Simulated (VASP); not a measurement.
Here is a VASP 6.6.1 calculation.

INCAR

```
PREC = Accurate
ENCUT = 630
EDIFF = 1E-6
ISMEAR = -5
SIGMA = 0.05
LREAL = False
LASPH = True
NELM = 200
ALGO = Normal
ISIF = 2
LWAVE = False
LCHARG = False
MAGMOM = 0 0 0
LORBIT = 11
LSORBIT = True
GGA_COMPAT = False
LORBMOM = True
LMAXMIX = 4
LDAU = True
LDAUTYPE = 2
LDAUL = 2
LDAUU = 4.5
LDAUJ = 0
LDAUPRINT = 1
GGA = PE
IVDW = 13
NBANDS = 30
```

The input KPOINTS:

```
Automatic mesh
0
Gamma
  11 11 11
```

Contents of POSCAR:

```
Ag
1.0
    0.0000000000      2.0550156320      2.0550156320
    2.0550156320      0.0000000000      2.0550156320
    2.0550156320      2.0550156320      0.0000000000
Ag
1
Direct
    0.0000000000      0.0000000000      0.0000000000
```

Potentials or basis: VASP PAW PBE potentials, release 64 (Ag_sv_GW).

Run with:

```console
$ cat potpaw_PBE.64/Ag_sv_GW/POTCAR > POTCAR
$ mpirun -np 1 vasp_ncl > vasp.out
```

Question: Predict the net moment.

Answer: 0.00 μB per cell.

Question: What does it give for the pressure?

Answer: -0.8 GPa.

Question: What does it give for the dispersion energy per atom?

Answer: -0.559 eV.

Moments on the atoms (μB; x, y, z):
```
Ag  0.00 0.00 0.00
```

Caveat: the U is typed as a test and isn't derived for this compound. The state reached can hang on the start; a lower one may exist.
